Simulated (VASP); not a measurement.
Input of a VASP 6.6.1 run:

INCAR

```
ALGO = Normal
EDIFF = 1E-7
ENCUT = 520
GGA = PE
ISIF = 2
ISMEAR = 0
LASPH = True
LCHARG = False
LREAL = False
LWAVE = False
NBANDS = 16
NELM = 60
PREC = Accurate
SIGMA = 0.01
```

Contents of KPOINTS:

```
k-points
0
Gamma
  6 6 6
```

POSCAR

```
GaP
1.0
    0.0000000000      2.7728622224      2.7728622224
    2.7728622224      0.0000000000      2.7728622224
    2.7728622224      2.7728622224      0.0000000000
Ga P
1 1
Direct
    0.0000000000      0.0000000000      0.0000000000
    0.2500000000      0.2500000000      0.2500000000
```

Potentials or basis: VASP PAW PBE potentials, release 64 (Ga_d, P).

Launch:

```bash
$ cat potpaw_PBE.64/Ga_d/POTCAR potpaw_PBE.64/P/POTCAR > POTCAR
$ mpirun -np 1 vasp_std > vasp.out
```

Question: Estimate the pressure.

Answer: -1.6 GPa.

Question: Predict the band gap on the k mesh.

Answer: 1.40 eV, direct.

**Experimental background.**

“Stacking defects in GaP nanowires: Electronic structure and optical properties”, 2018, arxiv:1810.01194 quotes, for a bulk crystal of GaP at 10 K: band gap 2.34 eV (indirect).

Against the measured gap of GaP, 2.34 eV (indirect; 10 K; quoted in “Stacking defects in GaP nanowires: Electronic structure and optical properties”, 2018, arxiv:1810.01194), the calculated 1.40 eV is off by -0.94 eV. Spin-orbit coupling on Ga is left out. The value is that of PBE on a finite k mesh, which can miss the band edges, without temperature or zero-point motion. Semilocal functionals fall short of measured gaps as a rule.
